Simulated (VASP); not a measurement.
Wanted: the native input for a VASP 6.6.1 run.

- Task: single point
- Functional: PBE
- Potentials or basis: VASP PAW PBE potentials, release 64 (Al, Ga_d, O)
- Cutoff: 520 eV
- k mesh: 6 × 6 × 6
- Occupations: fermi-dirac, width 0.02 eV
- Spin: no spin polarisation
- Dipole correction: no
- Further INCAR settings: ALGO = Normal; EDIFF = 1e-06; NBANDS = 40

The structure of Al3GaO6 lies in POSCAR:

```
Al3GaO6
1.0
    2.4077890398      1.3901376486      4.3678099106
   -2.4077890398      1.3901376486      4.3678099106
    0.0000000000     -2.7802753023      4.3678099090
Al Ga O
3 1 6
Direct
    0.8531575545      0.8531575545      0.8531575545
    0.6482043944      0.6482043944      0.6482043944
    0.3491418545      0.3491418545      0.3491418545
    0.1422502879      0.1422502879      0.1422502879
    0.7353943456      0.4568612171      0.0572660895
    0.9433608430      0.2487596475      0.5656037658
    0.0572660895      0.7353943456      0.4568612171
    0.4568612171      0.0572660895      0.7353943456
    0.5656037658      0.9433608430      0.2487596475
    0.2487596475      0.5656037658      0.9433608430
```

The input as run:

INCAR

```
SYSTEM = Al3GaO6
PREC = Accurate
ENCUT = 520
EDIFF = 1E-6
ISMEAR = -1
SIGMA = 0.02
LREAL = .FALSE.
LASPH = .TRUE.
NELM = 80
ALGO = Normal
ISIF = 2
LWAVE = .FALSE.
LCHARG = .FALSE.
GGA = PE
NBANDS = 40
```

KPOINTS

```
Automatic mesh
0
G
  6 6 6
  0 0 0
```

Potentials or basis: VASP PAW PBE potentials, release 64 (Al, Ga_d, O).

Run with:

```sh
$ cat potpaw_PBE.64/Al/POTCAR potpaw_PBE.64/Ga_d/POTCAR potpaw_PBE.64/O/POTCAR > POTCAR
$ mpirun -np 1 vasp_std > vasp.out
```

It gave:

```yaml
Pressure: 8.2 GPa
Largest_force: 0.172 eV/Å
Band_gap_on_the_k_mesh: 4.98 eV (least direct gap 5.05 eV)
```

Caveat: the cell stands under pressure.

Run time: 93 s on 1 thread of Intel(R) Xeon(R) 6975P-C (Granite Rapids) (shared host), peak memory 0.3 GiB.
